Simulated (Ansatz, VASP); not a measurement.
## Ge3Sb2: VASP beside Ansatz

```
Ge Sb
1.0
     2.04575    1.18112    8.23956
    -2.04575    1.18112    8.23956
     0.00000   -2.36223    8.23956
Ge Sb
3 2
Direct
  0.00000 0.00000 0.00000
  0.19782 0.19782 0.19782
  0.80218 0.80218 0.80218
  0.40320 0.40320 0.40320
  0.59680 0.59680 0.59680
```

Alike in both runs: functional PBE; k mesh 12 × 12 × 12; occupations gaussian, width 0.1 eV; no spin polarisation.

Ansatz relaxed the structure, and its values are those at the end. VASP's run is a single point on that final structure, the one shown.

|  | VASP | Ansatz |
| --- | --- | --- |
| version | VASP 6.6.1 | Ansatz 0.2.0 |
| potentials or method | VASP PAW PBE potentials, release 64 (Ge_d, Sb), cutoff 520 eV | scalar-relativistic, plane waves, PAW |
| valence electrons in the cell | 52 | 72 |

```tsv
	VASP	Ansatz	Ansatz less VASP
gap on the k mesh at the Fermi level (eV)	none	none	-
pressure (GPa)	-0.1	0.0	+0.07
```

A gap of «none» marks a metal or a gap that the smearing closes. VASP's potentials hold 52 valence electrons a cell and Ansatz's 72, so a difference there can come from the potentials and not from the codes.

Spin-orbit coupling is off throughout.
